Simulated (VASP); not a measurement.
# VRe (Cmmm) in VASP: further runs

Runs on VRe. Level: LDA. Tasks: single point.

Program: VASP 6.6.1. These are calculated values, not measurements. Logs are shortened: lines on timing, memory, paths and dates and some standing lists are left out, and cuts for length are marked.

## Step 1: The cell of the first run

It takes space group Cmmm (No. 65, orthorhombic). The conventional cell has a = 2.770 Å, b = 3.980 Å, c = 3.813 Å, α = 90.00°, β = 90.00°, γ = 90.00°. Within 3.1 Å of V (site symmetry mmm) lie 8 Re at 2.36 to 2.76 Å and 6 V at 2.42 to 2.77 Å. Re (site symmetry mmm) has 8 V at 2.36 to 2.76 Å and 6 Re at 2.42 to 2.77 Å within 3.1 Å.

## Step 2: Single point, LDA

The input, INCAR:

```
PREC = Accurate ; ENCUT = 520
EDIFF = 1E-6 ; ISMEAR = -1
SIGMA = 0.05 ; LREAL = F
LASPH = T ; NELM = 100
ALGO = Normal ; ISIF = 2
LWAVE = F ; LCHARG = F
NBANDS = 17
```

The input, KPOINTS:

```
Automatic mesh
0
Gamma
  14 14 9
```

The input, POSCAR:

```
VRe
1.0
    1.3848214486     -1.9901959528      0.0000000000
    1.3848214486      1.9901959528      0.0000000000
    0.0000000000      0.0000000000      3.8134853281
V Re
1 1
Direct
    0.5000000000      0.5000000000      0.5000000000
    0.0000000000      0.0000000000      0.0000000000
```

Potentials or basis: VASP PAW LDA potentials, release 64 (V_sv, Re).

Command:

```
cat potpaw_LDA.64/V_sv/POTCAR potpaw_LDA.64/Re/POTCAR > POTCAR
mpirun -np 1 vasp_std > vasp.out
```

OUTCAR:

```text
PREC = Accurate
   ENCUT = 520
   EDIFF = 1E-6
   ISMEAR = -1
   LREAL = F
   LASPH = T
   NELM = 100
   ISIF = 2

 ion  position               nearest neighbor table
   1  0.500  0.500  0.500-   2 2.36   2 2.36   2 2.36   2 2.36   2 2.76   2 2.76   2 2.76   2 2.76

   2  0.000  0.000  0.000-   1 2.36   1 2.36   1 2.36   1 2.36   1 2.76   1 2.76   1 2.76   1 2.76

  LATTYP: Found a base centered orthorhombic cell.
 ALAT       =     2.7696428972
 B/A-ratio  =     1.4371498613
 C/A-ratio  =     1.3768870102

  Lattice vectors:

 A1 = (   1.3848214486,  -1.9901959528,   0.0000000000)
 A2 = (   1.3848214486,   1.9901959528,   0.0000000000)
 A3 = (   0.0000000000,   0.0000000000,   3.8134853281)

Analysis of symmetry for initial positions (statically):
=====================================================================
 Subroutine PRICEL returns:
 Original cell was already a primitive cell.

 Routine SETGRP: Setting up the symmetry group for a
 base centered orthorhombic supercell.

 Subroutine GETGRP returns: Found  8 space group operations
 (whereof  8 operations were pure point group operations)
 out of a pool of  8 trial point group operations.

The static configuration has the point symmetry D_2h.

Analysis of symmetry for dynamics (positions and initial velocities):
=====================================================================
 Subroutine PRICEL returns:
 Original cell was already a primitive cell.

 Routine SETGRP: Setting up the symmetry group for a
 base centered orthorhombic supercell.

 Subroutine GETGRP returns: Found  8 space group operations
 (whereof  8 operations were pure point group operations)
 out of a pool of  8 trial point group operations.

The dynamic configuration has the point symmetry D_2h.

 Subroutine INISYM returns: Found  8 space group operations
 (whereof  8 operations are pure point group operations),
 and found     1 'primitive' translations

----------------------------------------------------------------------------------------

                                     Primitive cell

  volume of cell :      21.0204

  direct lattice vectors                    reciprocal lattice vectors
[... 72 lines left out ...]
   dimension x,y,z NGX =    18 NGY =   18 NGZ =   28
   dimension x,y,z NGXF=    36 NGYF=   36 NGZF=   56
   ions per type =               1   1
   NGX,Y,Z   is equivalent  to a cutoff of  12.34, 12.34, 12.21 a.u.
   NGXF,Y,Z  is equivalent  to a cutoff of  24.68, 24.68, 24.41 a.u.
 SYSTEM =  unknown system
   PREC   = accura    normal or accurate (medium, high low for compatibility)
   ISTART =      0    job   : 0-new  1-cont  2-samecut
   ICHARG =      2    charge: 1-file 2-atom 10-const
   ISPIN  =      1    spin polarized calculation?
   LNONCOLLINEAR =      F non collinear calculations
   LSORBIT =      F    spin-orbit coupling
   LASPH  =      T    aspherical Exc in radial PAW
   ENCUT  =  520.0 eV  38.22 Ry    6.18 a.u.   4.51  4.51  7.09*2*pi/ulx,y,z
   NELM   =    100;   NELMIN=  2; NELMDL= -5     # of ELM steps
   EDIFF  = 0.1E-05   stopping-criterion for ELM
   LREAL  =      F    real-space projection
[... 7 lines left out ...]
   TEBEG  =    0.0;   TEEND  =   0.0 temperature during run
   PSTRESS=    0.0 pullay stress
   NELECT =      20.0000    total number of electrons
   NUPDOWN=      -1.0000    fix difference up-down
   EMIN   =  10.00;   EMAX   =-10.00  energy-range for DOS
   EFERMI =   0.00;   METHOD = LEGACY
   ISMEAR =    -1;   SIGMA  =   0.05  broadening in eV -4-tet -1-fermi 0-gaus
   EFERMI_NEDOS =   21; number of points for ismear=-14 and -15
   IALGO  =     38    algorithm
   IMIX   =      4    mixing-type and parameters
     AMIX     =   0.40;   BMIX     =  1.00
     AMIX_MAG =   1.60;   BMIX_MAG =  1.00
  volume/ion in A,a.u.               =      10.51        70.93
  Fermi-wavevector in a.u.,A,eV,Ry     =   1.610167  3.042774 35.274980  2.592638
  Thomas-Fermi vector in A             =   2.705761
   LORBIT       =      0    0 simple, 1 ext, 2 COOP (PROOUT), +10 PAW based schemes
   GGA     = CA    functional components
   LHFCALC =     F    Hartree Fock is set to
   AEXX    =    0.0000 exact exchange contribution
   IVDW    =     0    specifies the selected vdW correction
   LEPSILON=     F    determine dielectric tensor
   LRPA    =     F    only Hartree local field effects (RPA)
 non-spin polarized calculation
  energy-cutoff  :      520.00
  volume of cell :       21.02
 maximum number of plane-waves:       585
   NGX =  9   NGY =  9   NGZ = 15

 number of electron      19.9999988 magnetization

 Free energy of the ion-electron system (eV)
  ---------------------------------------------------
  ext. energy  EPLUGINS =         0.00000000
  ---------------------------------------------------
  free energy    TOTEN  =       -22.18368296 eV

  energy without entropy =      -22.17382888  energy(sigma->0) =      -22.17875592

 E-fermi :  13.5832     XC(G=0): -15.2353

 val. band max:       13.5776266337   @ k =   0.4286   0.0000   0.3333
 cond. band min:      13.5863328246   @ k =  -0.4286   0.4286   0.1111
 fundamental gap:      0.0087061909
 Fermi energy:        13.5831793835

 k-point     1 :       0.0000    0.0000    0.0000
  band No.  band energies     occupation
      1     -49.8923      2.00000
      2     -24.3285      2.00000
      3     -23.5807      2.00000
      4     -23.2697      2.00000
      5       2.9015      2.00000
      6       5.9515      2.00000
[... 457 lines left out ...]
      4     -23.7102      2.00000
      5       6.9562      2.00000
      6       8.6156      2.00000
[... 9 lines left out ...]
     16      26.2754      0.00000
     17      27.2277      0.00000

 [... further k-points ...]

------------------------ aborting loop because EDIFF is reached ----------------------------------------

  FORCE on cell =-STRESS in cart. coord.  units (eV):
  Direction    XX          YY          ZZ          XY          YZ          ZX
  --------------------------------------------------------------------------------------
  -------------------------------------------------------------------------------------
  Total       17.9065958     17.6535417     18.0748434      0.0000000      0.0000000      0.0000000
  in kB     1364.8405532   1345.5527669   1377.6643831      0.0000000      0.0000000      0.0000000
  external PRESSURE =    1362.6859011 kB  Pullay stress =       0.0000000 kB

 VOLUME and BASIS-vectors are now :
 -----------------------------------------------------------------------------
  energy-cutoff  :      520.00
  volume of cell :       21.02
      direct lattice vectors                 reciprocal lattice vectors
     1.384821449 -1.990195953  0.000000000     0.361057377 -0.251231543  0.000000000
     1.384821449  1.990195953  0.000000000     0.361057377  0.251231543  0.000000000
     0.000000000  0.000000000  3.813485328     0.000000000  0.000000000  0.262227310

 POSITION                                       TOTAL-FORCE (eV/Angst)
 -----------------------------------------------------------------------------------
      1.38482      0.00000      1.90674        -0.000000      0.000000      0.000000
      0.00000      0.00000      0.00000         0.000000     -0.000000      0.000000
 -----------------------------------------------------------------------------------
    total drift:                               -0.000000     -0.000000     -0.000000

  FREE ENERGIE OF THE ION-ELECTRON SYSTEM (eV)
  ---------------------------------------------------
  free  energy   TOTEN  =       -22.1836829568 eV

  energy  without entropy=      -22.1738288753  energy(sigma->0) =      -22.17875592
```

OSZICAR:

```text
N       E                     dE             d eps       ncg     rms          rms(c)
DAV:   1     0.188472469199E+03    0.18847E+03   -0.11962E+04 11759   0.138E+03
DAV:   2    -0.180469168589E+02   -0.20652E+03   -0.19629E+03 13203   0.460E+02
DAV:   3    -0.238023710967E+02   -0.57555E+01   -0.56676E+01 14179   0.103E+02
DAV:   4    -0.238413286489E+02   -0.38958E-01   -0.38926E-01 13240   0.611E+00
DAV:   5    -0.238421478778E+02   -0.81923E-03   -0.81918E-03 13241   0.917E-01    0.572E+01
DAV:   6    -0.228337189356E+02    0.10084E+01   -0.61413E+00 13320   0.269E+01    0.292E+01
DAV:   7    -0.240170909551E+02   -0.11834E+01   -0.17318E+01 15780   0.414E+01    0.136E+01
DAV:   8    -0.221956690501E+02    0.18214E+01   -0.96810E+00 14080   0.281E+01    0.392E+00
DAV:   9    -0.221836601883E+02    0.12009E-01   -0.12841E-01 14054   0.372E+00    0.543E-01
DAV:  10    -0.221837294379E+02   -0.69250E-04   -0.23989E-03 14888   0.456E-01    0.193E-01
DAV:  11    -0.221836849579E+02    0.44480E-04   -0.19487E-04 11753   0.134E-01    0.365E-02
DAV:  12    -0.221836830680E+02    0.18899E-05   -0.16125E-05 13771   0.473E-02    0.970E-03
DAV:  13    -0.221836829568E+02    0.11120E-06   -0.52616E-07  6142   0.879E-03
   1 F= -.22183683E+02 E0= -.22178756E+02  d E =-.985408E-02
```

It took 54 s on 1 thread of Intel Xeon Platinum 8488C (Sapphire Rapids), shared host; peak memory 0.21 GiB.

Results:

```yaml
Free_energy: -22.1837 eV
Pressure: 136.3 GPa
Band_gap_on_the_k_mesh: zero (band 10 reaches 16.07 eV, above the bottom of band 11 at 12.33 eV)
```

Caveat: spin-orbit coupling is left out, which moves the levels of the heavy elements.

## Step 3: Single point, LDA

This run uses another cell than the first one, of 12.61 Å³/atom, 1.200 times its volume.

The input, INCAR:

```
ALGO = Normal ; EDIFF = 1E-6
ENCUT = 520 ; ISIF = 2
ISMEAR = -1 ; LASPH = T
LCHARG = T ; LELF = T
LREAL = F ; LVHAR = T
LWAVE = F ; NBANDS = 17
NELM = 60 ; PREC = Accurate
SIGMA = 0.05
```

The input, KPOINTS:

```
k-points
0
Gamma
  14 14 9
```

The input, POSCAR:

```
VRe
1.0
    1.4673598767     -2.1106159586      0.0000000000
    1.4673598767      2.1106159586      0.0000000000
    0.0000000000      0.0000000000      4.0723686817
V Re
1 1
Direct
    0.5000000000      0.5000000000      0.5000000000
    0.0000000000      0.0000000000      0.0000000000
```

Potentials or basis: VASP PAW LDA potentials, release 64 (V_sv, Re).

Command:

```
cat potpaw_LDA.64/V_sv/POTCAR potpaw_LDA.64/Re/POTCAR > POTCAR
mpirun -np 1 vasp_std > vasp.out
```

Wall time 76 s (1 thread of Intel Xeon Platinum 8488C (Sapphire Rapids), shared host); peak memory 0.23 GiB.

Results (log left out):

| Quantity | Value |
| --- | --- |
| Free energy | -24.1019 eV |
| Pressure | 25.1 GPa |
| Band gap on the k mesh | zero (band 10 reaches 12.65 eV, above the bottom of band 11 at 9.83 eV) |

Stress tensor (GPa, compression positive):
```
25.09  0.00  0.00
 0.00 24.81  0.00
 0.00  0.00 25.28
```

Levels at points of the mesh, in eV from the Fermi level:
```csv
k point,band 8,band 9,band 10,band 11,band 12,band 13
"(0.00, 0.00, 0.00)",-1.70,-1.43,-0.64,1.48,1.49,1.64
"(0.50, 0.00, 0.00)",-3.02,-2.06,-1.43,1.06,1.28,2.33
"(0.50, 0.50, 0.00)",-3.84,0.83,1.84,2.49,3.29,3.94
```

Caveat: spin-orbit coupling is left out, which moves the levels of the heavy elements.
